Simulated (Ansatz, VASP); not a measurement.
Cd3O in VASP and in Ansatz

```
Cd O
1.0
    -1.93638    1.93638    4.86803
     1.93638   -1.93638    4.86803
     1.93638    1.93638   -4.86803
Cd O
3 1
Cartesian
  0.0000 0.0000 4.8680
  1.9364 0.0000 2.4340
  0.0000 1.9364 2.4340
  0.0000 0.0000 0.0000
```

Alike in both runs: functional PBE; k mesh 16 × 16 × 16; occupations gaussian, width 0.1 eV; no spin polarisation.

Ansatz relaxed the structure, and its values are those at the end. VASP's run is a single point on that final structure, the one shown.

|  | VASP | Ansatz |
| --- | --- | --- |
| version | VASP 6.6.1 | Ansatz 0.2.0 |
| potentials or method | VASP PAW PBE potentials, release 64 (Cd, O), cutoff 520 eV | scalar-relativistic, plane waves, PAW |
| valence electrons in the cell | 42 | 66 |

Ansatz gave:

- gap on the k mesh at the Fermi level (eV): none
- pressure (GPa): 0.0

Problem. Estimate VASP's values.

Solution. gap on the k mesh at the Fermi level (eV): none; pressure (GPa): 0.5.

A gap of «none» marks a metal or a gap that the smearing closes. With one functional, cell and mesh, what is left measures potentials, basis and numerics. VASP's potentials hold 42 valence electrons a cell and Ansatz's 66, so a difference there can come from the potentials and not from the codes.
